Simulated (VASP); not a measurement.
Here is a VASP 6.6.1 calculation.

The input INCAR:

```
SYSTEM = Hf
PREC = Accurate
ENCUT = 520
EDIFF = 1E-7
ISMEAR = 0
SIGMA = 0.05
LREAL = .False.
LASPH = .True.
NELM = 80
ALGO = Fast
ISIF = 2
LWAVE = .False.
LCHARG = .False.
GGA = PE
NBANDS = 22
```

Contents of KPOINTS:

```
Automatic mesh
0
Gamma
  10 10 14
  0 0 0
```

Contents of POSCAR:

```
Hf
1.0
    4.6299463984      0.0000000000      0.0000000000
   -2.3149731992      4.0096511992      0.0000000000
    0.0000000000      0.0000000000      2.8836796266
Hf
3
Direct
    0.6666666667      0.3333333333      0.5000000000
    0.3333333333      0.6666666667      0.5000000000
    0.0000000000      0.0000000000      0.0000000000
```

Potentials or basis: VASP PAW PBE potentials, release 64 (Hf_pv).

Run with:

```bash
$ cat potpaw_PBE.64/Hf_pv/POTCAR > POTCAR
$ mpirun -np 1 vasp_std > vasp.out
```

Task: Estimate the band gap on the k mesh.

Result: Zero (band 15 reaches 6.97 eV, above the bottom of band 16 at 5.91 eV).

Task: Predict the pressure.

Result: 35.0 GPa.

Stress tensor (GPa, compression positive):
```
34.91  0.00  0.00
 0.00 34.91  0.00
 0.00  0.00 35.18
```

Caveat: spin-orbit coupling is left out, which moves the levels of the heavy elements.
